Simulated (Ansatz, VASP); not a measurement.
**One calculation of Ta, two programs**

```
Ta
1.0
    -1.53157    1.53157    2.06516
     1.53157   -1.53157    2.06516
     1.53157    1.53157   -2.06516
Ta
1
Direct
  0.00000 0.00000 0.00000
```

Alike in both runs: task single point; functional PBE; k mesh 20 × 20 × 20; occupations gaussian, width 0.15 eV; no spin polarisation.

```csv
,VASP,Ansatz
version,VASP 6.6.1,Ansatz 0.2.0
potentials or method,"VASP PAW PBE potentials, release 64 (Ta_pv), cutoff 520 eV","scalar-relativistic, plane waves, PAW"
valence electrons in the cell,11,13
```

```csv
,VASP,Ansatz,Ansatz less VASP
gap on the k mesh at the Fermi level (eV),none,none,-
pressure (GPa),-5.5,-5.5,+0.02
"traceless stress, the component that is largest in VASP (GPa)",-4.01,-3.99,+0.021
```

A gap of «none» marks a metal or a gap that the smearing closes. VASP's potentials hold 11 valence electrons a cell and Ansatz's 13, so a difference there can come from the potentials and not from the codes.

Neither program's run includes spin-orbit coupling.
